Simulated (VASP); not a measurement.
Write the native input for VASP 6.6.1 that does the following.

```yaml
Task: single point
Functional: PBE
Potentials_or_basis: VASP PAW PBE potentials, release 64 (B, P)
Cutoff: 500 eV
k_mesh: 7 × 7 × 7
Occupations: gaussian, width 0.2 eV
Spin: no spin polarisation
Dipole_correction: no
Further_INCAR_settings: ALGO = Normal; EDIFF = 1e-06; NBANDS = 14
```

The structure of BP2 lies in POSCAR:

```
BP2
1.0
    1.5148705855      0.8746109403      4.5080839059
   -1.5148705855      0.8746109403      4.5080839059
    0.0000000000     -1.7492218806      4.5080839059
B P
1 2
Direct
    0.0000000000      0.0000000000      0.0000000000
    0.2454037945      0.2454037945      0.2454037945
    0.7545962055      0.7545962055      0.7545962055
```

The cell was built from a structure type or drawn by symmetry, and may not be a known phase.

One way to write it, as run:

INCAR

```
  PREC = Accurate
  ENCUT = 500
  EDIFF = 1E-6
  ISMEAR = 0
  SIGMA = 0.2
  LREAL = False
  LASPH = True
  NELM = 120
  ALGO = Normal
  ISIF = 2
  LWAVE = False
  LCHARG = False
  GGA = PE
  NBANDS = 14
  GGA_COMPAT = False
```

KPOINTS

```
Automatic mesh
0
Gamma
  7 7 7
```

Potentials or basis: VASP PAW PBE potentials, release 64 (B, P).

Run with:

```console
$ cat potpaw_PBE.64/B/POTCAR potpaw_PBE.64/P/POTCAR > POTCAR
$ mpirun -np 1 vasp_std > vasp.out
```

It gave:

| Property | Result |
| --- | --- |
| Pressure | -0.2 GPa |
| Largest force | 0.017 eV/Å |
| Band gap on the k mesh | zero (an odd number of electrons rules out a gap without spin polarisation) |

Run time: 61 s on 1 thread of Intel Xeon 8259CL, with other jobs on the host, peak memory 0.19 GiB.
